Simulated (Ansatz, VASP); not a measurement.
# CdS in VASP and in Ansatz

```
Cd S
1.0
     4.16491    0.00000    0.00000
    -2.08245    3.60691    0.00000
     0.00000    0.00000    6.76737
Cd S
2 2
Direct
  0.66667 0.33333 0.50006
  0.33333 0.66667 0.00006
  0.66667 0.33333 0.87694
  0.33333 0.66667 0.37694
```

Alike in both runs: functional r2SCAN; k mesh 6 × 6 × 4; occupations gaussian, width 0.02 eV; no spin polarisation.

Ansatz relaxed the structure, and its values are those at the end. VASP's run is a single point on that final structure, the one shown.

```csv
,VASP,Ansatz
version,VASP 6.6.1,Ansatz 0.2.0
potentials or method,"VASP PAW PBE potentials, release 64 (Cd, S), cutoff 520 eV","scalar-relativistic, plane waves, PAW"
valence electrons in the cell,36,52
```

|  | VASP | Ansatz | Ansatz less VASP |
| --- | --- | --- | --- |
| gap on the k mesh at the Fermi level (eV) | 1.63 | 1.63 | +0.001 |
| least direct gap on the mesh (eV) | 1.63 | 1.63 | +0.001 |
| pressure (GPa) | 0.3 | 0.0 | -0.28 |

VASP's potentials were made for PBE, not for r2SCAN. VASP's potentials hold 36 valence electrons a cell and Ansatz's 52, so a difference there can come from the potentials and not from the codes.
